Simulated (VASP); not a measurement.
LiF: single point with LDA

LiF:

```
Li F
1.0
     3.20534    0.00000    0.00000
    -1.60267    2.77591    0.00000
     0.00000    0.00000    4.69647
Li F
2 2
Direct
  0.33333 0.66667 0.38398
  0.66667 0.33333 0.88398
  0.33333 0.66667 0.99102
  0.66667 0.33333 0.49102
```

This cell differs from its parent crystal: volume 10.447 Å^3 an atom, c/a of the conventional cell 1.4652.

- Program: VASP 6.6.1
- Task: single point
- Functional: LDA
- Potentials or basis: VASP PAW LDA potentials, release 64 (Li_sv, F)
- Cutoff: 520 eV
- k mesh: 9 × 9 × 6
- Occupations: gaussian, width 0.05 eV
- Spin: no spin polarisation

- Largest force: 0.120 eV/Å
- Band gap on the k mesh: 7.14 eV, direct

Forces on the atoms (eV/Å):
```
Li   0.000  0.000  0.120
Li   0.000  0.000  0.120
F    0.000  0.000 -0.120
F    0.000  0.000 -0.120
```

Levels at points of the mesh, in eV from the valence-band top:
```
           k point  band 6  band 7  band 8  band 9  band 10  band 11  band 12  band 13  band 14  band 15
(0.00, 0.00, 0.00)   -0.64   -0.64   -0.24   -0.24     0.00     7.14    11.69    14.73    17.11    17.11
(0.00, 0.00, 0.50)   -1.14   -0.44   -0.44   -0.44    -0.44     8.90     8.90    17.24    17.24    17.35
```

It took 19 s on 1 thread of AMD EPYC 9R45 96-Core Processor (Zen 5), on a shared host, peak memory 0.11 GiB.

 A k mesh can miss the band edges.
